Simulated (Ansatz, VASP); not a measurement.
## Mo in VASP and in Ansatz

```
Mo
1.0
     0.00000    2.07858    2.07858
     2.07858    0.00000    2.07858
     2.07858    2.07858    0.00000
Mo
1
Cartesian
  0.0000 0.0000 0.0000
```

Alike in both runs: task single point; functional PBE; k mesh 15 × 15 × 15; occupations fermi-dirac, width 0.1 eV; no spin polarisation.

```csv
,VASP,Ansatz
version,VASP 6.6.1,Ansatz 0.2.0
potentials or method,"VASP PAW PBE potentials, release 64 (Mo_sv), cutoff 520 eV","plane waves (420 eV) with PAW, scalar-relativistic"
valence electrons in the cell,14,14
```

Ansatz gave:

```
pressure (GPa) : -21.2
```

Task: What did VASP give for the same quantities?

Result: Pressure (GPa): -20.9.
